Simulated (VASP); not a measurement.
# MnO: single point with LDA

Crystal: MnO.

```
Mn O
1.0
     0.00000    2.25317    2.25317
     2.25317    0.00000    2.25317
     2.25317    2.25317    0.00000
Mn O
1 1
Direct
  0.00000 0.00000 0.00000
  0.50000 0.50000 0.50000
```

| Quantity | Value |
| --- | --- |
| Program | VASP 6.6.1 |
| Task | single point |
| Functional | LDA |
| Potentials or basis | VASP PAW LDA potentials, release 64 (Mn_pv, O) |
| Cutoff | 520 eV |
| k mesh | 10 × 10 × 10 |
| Occupations | fermi-dirac, width 0.05 eV |
| Spin | collinear spin, ferromagnetic start |
| Starting moments | [4.0, 0.0] μB |

```json
{"Pressure": "-19.9 GPa", "Net moment": "4.66 μB per cell", "Site moments": "Mn +4.22; O +0.19 μB", "Valence electrons inside the program's atomic spheres": "Mn 11.34; O 4.91"}
```

Levels at points of the mesh, in eV from the Fermi level:
Spin up:
```tsv
k point	band 9	band 10	band 11	band 12	band 13	band 14	band 15	band 16
(0.00, 0.00, 0.00)	-2.92	-2.92	-2.45	-2.45	-0.52	13.92	15.99	15.99
(0.50, 0.00, 0.00)	-2.07	-1.68	0.26	0.26	3.46	7.42	11.57	11.57
(0.50, 0.50, 0.00)	-2.05	-1.81	-1.81	-1.74	4.79	7.60	10.28	13.19
```
Spin down:
| k point | band 3 | band 4 | band 5 | band 6 | band 7 | band 8 | band 9 | band 10 | band 11 | band 12 |
| --- | --- | --- | --- | --- | --- | --- | --- | --- | --- | --- |
| (0.00, 0.00, 0.00) | -45.53 | -19.20 | -3.17 | -3.17 | -3.17 | 0.49 | 0.49 | 0.49 | 0.50 | 1.11 |
| (0.50, 0.00, 0.00) | -45.54 | -18.28 | -7.11 | -4.63 | -4.63 | 1.63 | 1.64 | 1.64 | 3.29 | 3.29 |
| (0.50, 0.50, 0.00) | -45.56 | -18.30 | -6.14 | -4.12 | -4.12 | -0.96 | 1.67 | 1.84 | 2.05 | 2.05 |

It took 12 s on 1 thread of Intel(R) Xeon(R) 6975P-C (Granite Rapids), on a shared host, peak memory 0.15 GiB.

Caveat: the cell stands under tension; a cell with one magnetic atom can't hold antiferromagnetic order, which such compounds often take; semilocal functionals often make such compounds metallic where correlation or magnetic order opens a gap, which also shifts bond lengths. With open d or f shells a metallic result of LDA can be an artefact of self-interaction; +U or a hybrid may open a gap.
